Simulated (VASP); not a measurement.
An input for VASP 6.6.1 (CuO):

Contents of INCAR:

```
SYSTEM = CuO
PREC = Accurate
ENCUT = 520
EDIFF = 1E-6
ISMEAR = -1
SIGMA = 0.05
LREAL = .False.
LASPH = .True.
NELM = 80
ALGO = Normal
ISIF = 2
LWAVE = .False.
LCHARG = .True.
GGA = B5
ALDAX = 1.0
AGGAX = 1.0
AGGAC = 1.0
ALDAC = 0.0
IVDW = 12
VDW_S6 = 1.0
VDW_S8 = 2.6996
VDW_A1 = 0.4298
VDW_A2 = 4.2359
LELF = .True.
LVHAR = .True.
NBANDS = 16
```

File KPOINTS:

```
Automatic mesh
0
Gamma
  11 11 11
  0 0 0
```

POSCAR

```
CuO
1.0
    0.0000342701      2.1089107412      2.1089756775
    2.1088028898      0.0000411719      2.1089687757
    2.1088197342      2.1089206838      0.0000243276
Cu O
1 1
Direct
    0.0000026087      0.0000018008      0.9999914796
    0.4999973913      0.4999981992      0.5000085204
```

Potentials or basis: VASP PAW PBE potentials, release 64 (Cu, O).

The run is started by

```sh
$ cat potpaw_PBE.64/Cu/POTCAR potpaw_PBE.64/O/POTCAR > POTCAR
$ mpirun -np 1 vasp_std > vasp.out
```

**Question.** How does this run end?

**Answer.** The run stopped without a result. It printed:

OUTCAR:

```text
SYSTEM = CuO
   PREC = Accurate
   ENCUT = 520
   EDIFF = 1E-6
   ISMEAR = -1
   LREAL = .False.
   LASPH = .True.
   NELM = 80
   ISIF = 2
   GGA = B5
[... 113 lines left out ...]
|     E        R     R  R     R  O     O  R     R     ###     ###     ###     |
|     EEEEE    RRRRRR   RRRRRR   O     O  RRRRRR       #       #       #      |
|     E        R   R    R   R    O     O  R   R                               |
|     E        R    R   R    R   O     O  R    R      ###     ###     ###     |
|     EEEEEEE  R     R  R     R  OOOOOOO  R     R     ###     ###     ###     |
|                                                                             |
|     IBZKPT: not all point group operations associated with the symmetry     |
|     operators of the crystalline lattice are members of the point group     |
|     of the reciprocal lattice.                                              |
|                                                                             |
|       ---->  I REFUSE TO CONTINUE WITH THIS SICK JOB ... BYE!!! <----       |
|                                                                             |
 -----------------------------------------------------------------------------
```

On the terminal:

```text
POSCAR found type information on POSCAR CuO
 POSCAR found :  2 types and       2 ions
[... 27 lines left out ...]

1
```
